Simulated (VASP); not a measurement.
Here is a VASP 6.6.1 calculation.

The input INCAR:

```
SYSTEM = CdHgS2
PREC = Accurate ; ENCUT = 600
EDIFF = 1E-6 ; ISMEAR = 0
SIGMA = 0.1 ; LREAL = .False.
LASPH = .True. ; NELM = 100
ALGO = Normal ; ISIF = 3
LWAVE = .False. ; LCHARG = .False.
GGA = PE ; IBRION = 2
NSW = 100 ; EDIFFG = -0.01
```

File KPOINTS:

```
regular mesh
0
Gamma
  15 15 6
  0 0 0
```

The input POSCAR:

```
CdHgS2
1.0
    4.0212363170      0.0000000000      0.0000000000
   -2.0106181585      3.4824928051      0.0000000000
    0.0000000000      0.0000000000      7.6801290450
Cd Hg S
1 1 2
Direct
    0.3333333333      0.6666666667      0.0000000000
    0.0000000000      0.0000000000      0.5000000000
    0.0000000000      0.0000000000      0.8033408608
    0.0000000000      0.0000000000      0.1966591392
```

Potentials or basis: VASP PAW PBE potentials, release 64 (Cd, Hg, S).

Command:

```console
$ cat potpaw_PBE.64/Cd/POTCAR potpaw_PBE.64/Hg/POTCAR potpaw_PBE.64/S/POTCAR > POTCAR
$ mpirun -np 1 vasp_std > vasp.out
```

Problem. What does it give for the space group after relaxing (to 0.05 Å)?

Solution. P-6m2 (No. 187).

Problem. Estimate the relaxed cell.

Solution. a = 4.055 Å, b = 4.055 Å, c = 7.649 Å, α = 90.00°, β = 90.00°, γ = 120.00°.

Problem. Predict the relaxed volume.

Solution. 27.23 Å³/atom.

The path:
| step | energy change (eV) | largest force (eV/Å) | pressure (GPa) | volume (Å³) |
| --- | --- | --- | --- | --- |
| 1 | 0.0000 | 0.3842 | 0.37 | 107.55 |
| 2 | -0.0092 | 0.0651 | -0.19 | 108.53 |
| 3 | -0.0093 | 0.0292 | -0.25 | 108.65 |
| 4 | -0.0129 | 0.0383 | 0.27 | 108.56 |
| 5 | -0.0133 | 0.0220 | 0.14 | 108.58 |
| 6 | -0.0133 | 0.0210 | 0.13 | 108.59 |
| 7 | -0.0135 | 0.0052 | 0.04 | 108.92 |
